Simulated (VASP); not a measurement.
Wanted: the native input for a VASP 6.6.1 run.

* Task: relaxation of cell and atoms
* Functional: PBE
* Potentials or basis: VASP PAW PBE potentials, release 64 (Sr_sv, Al, O)
* Cutoff: 600 eV
* k mesh: 10 × 10 × 8
* Occupations: gaussian, width 0.1 eV
* Spin: no spin polarisation
* Dipole correction: no
* Further INCAR settings: ALGO = Normal; EDIFF = 1e-06; IBRION = 2; EDIFFG = -0.01; NSW = 100; ISIF = 3

The structure of SrAl2O2 lies in POSCAR:

```
SrAl2O2
1.0
    4.0866839655      0.0000000000      0.0000000000
    0.0000000000      4.0866839655      0.0000000000
    0.0000000000      0.0000000000      4.7103610708
Sr Al O
1 2 2
Direct
    0.0000000000      0.0000000000      0.0000000000
    0.5000000000      0.5000000000      0.2601723815
    0.5000000000      0.5000000000      0.7398276185
    0.0000000000      0.5000000000      0.5000000000
    0.5000000000      0.0000000000      0.5000000000
```

The cell was generated, and may not be a known phase.

These files were run (other wordings do the same):

INCAR

```
  ALGO = Normal
  EDIFF = 1E-6
  EDIFFG = -0.01
  ENCUT = 600
  GGA = PE
  IBRION = 2
  ISIF = 3
  ISMEAR = 0
  LASPH = True
  LCHARG = False
  LREAL = False
  LWAVE = False
  NELM = 100
  NSW = 100
  PREC = Accurate
  SIGMA = 0.1
```

KPOINTS

```
k-points
0
Gamma
  10 10 8
```

Potentials or basis: VASP PAW PBE potentials, release 64 (Sr_sv, Al, O).

The run is started by

```console
$ cat potpaw_PBE.64/Sr_sv/POTCAR potpaw_PBE.64/Al/POTCAR potpaw_PBE.64/O/POTCAR > POTCAR
$ mpirun -np 1 vasp_std > vasp.out
```

It gave:

```json
{
 "Relaxed volume": "15.66 Å³/atom",
 "Relaxed cell": "a = 4.085 Å, b = 4.085 Å, c = 4.694 Å, α = 90.00°, β = 90.00°, γ = 90.00°",
 "Space group after relaxing (to 0.1 Å)": "P4/mmm (No. 123)",
 "Energy gained by relaxing": "0.2 meV/atom",
 "Ionic steps": "5",
 "Pressure after relaxing": "0.0 GPa",
 "Band gap on the k mesh": "zero (bands 14 and 15 overlap by 1.66 eV)"
}
```

It took 5.3 min on 1 thread of Intel(R) Xeon(R) Platinum 8488C (Sapphire Rapids), on a shared host, peak memory 0.36 GiB.
